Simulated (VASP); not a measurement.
CuSi16 (a cell with a defect): single point with PBE

The system is CuSi16 (a cell with a defect).

```
Si Cu
1.0
     0.00000    5.43000    5.43000
     5.43000    0.00000    5.43000
     5.43000    5.43000    0.00000
Si Cu
16 1
Direct
  0.99368 0.01112 0.00123
  0.10735 0.15567 0.11859
  0.98665 0.00875 0.50104
  0.11990 0.12028 0.62850
  0.99225 0.52710 0.00765
  0.12952 0.63059 0.13731
  0.99174 0.49477 0.51259
  0.11465 0.61975 0.63955
  0.48895 0.00806 0.99656
  0.62103 0.11930 0.12562
  0.49208 0.99434 0.49798
  0.61487 0.11629 0.62452
  0.50391 0.49381 0.99791
  0.62464 0.61945 0.12600
  0.49444 0.49101 0.50628
  0.61902 0.62049 0.62515
  0.25125 0.78489 0.26684
```

- Program: VASP 6.6.1
- Task: single point
- Functional: PBE
- Potentials or basis: VASP PAW PBE potentials, release 64 (Si, Cu)
- Cutoff: 520 eV
- k mesh: 2 × 2 × 2
- Occupations: gaussian, width 0.02 eV
- Spin: no spin polarisation
- Dipole correction: no
- Charge: 1
- Further INCAR settings: LREAL = Auto; ALGO = Normal; EDIFF = 1e-06; NBANDS = 52; NELECT = 74.0

The largest force is 0.031 eV/Å.

Forces in eV/Å, atoms in the order of the input:
```
Si  -0.004 -0.002 -0.007
Si   0.016 -0.017  0.020
Si   0.002 -0.005 -0.008
Si   0.000 -0.003 -0.008
Si  -0.024  0.003  0.003
Si   0.010 -0.002  0.001
Si  -0.006 -0.005 -0.008
Si   0.007  0.003 -0.009
Si  -0.006  0.002  0.007
Si   0.008  0.003 -0.002
Si  -0.003  0.001 -0.009
Si   0.004  0.000  0.001
Si   0.006  0.002 -0.005
Si  -0.002  0.000  0.009
Si  -0.007 -0.004  0.001
Si   0.000  0.002 -0.007
Cu  -0.002  0.022  0.020
```

Levels at points of the mesh, in eV from the Fermi level:
```csv
k point,band 33,band 34,band 35,band 36,band 37,band 38,band 39,band 40,band 41,band 42
"(0.00, 0.00, 0.00)",-0.97,-0.90,-0.63,-0.19,-0.10,0.10,0.52,0.61,0.63,0.68
"(0.50, 0.00, 0.00)",-1.97,-0.90,-0.84,-0.82,-0.68,0.56,1.13,1.31,1.32,1.45
"(0.00, 0.50, 0.00)",-2.00,-0.93,-0.87,-0.78,-0.76,0.48,1.21,1.32,1.35,1.42
"(0.00, 0.00, 0.50)",-1.98,-0.92,-0.83,-0.81,-0.71,0.56,1.15,1.31,1.34,1.45
"(0.50, 0.50, 0.50)",-2.04,-0.89,-0.86,-0.69,-0.54,0.54,1.04,1.32,1.37,1.55
"(0.50, 0.50, 0.00)",-1.81,-1.52,-1.43,-1.41,-0.99,0.67,1.05,2.01,2.08,2.15
"(0.00, 0.50, 0.50)",-1.80,-1.53,-1.43,-1.41,-0.98,0.66,1.06,2.00,2.09,2.15
"(0.50, 0.00, 0.50)",-1.86,-1.49,-1.48,-1.40,-1.03,0.68,1.04,2.01,2.06,2.17
```

Run time: 3.9 min on 1 thread of Intel(R) Xeon(R) Platinum 8559C (Emerald Rapids), with other jobs on the host, peak memory 0.48 GiB.

Caveat: the k points lie up to 0.50 Å⁻¹ apart; the cell carries a net charge on a neutralising background, which shifts energy and pressure; the cell is charged against a uniform background, so pressure and absolute levels hang on convention.
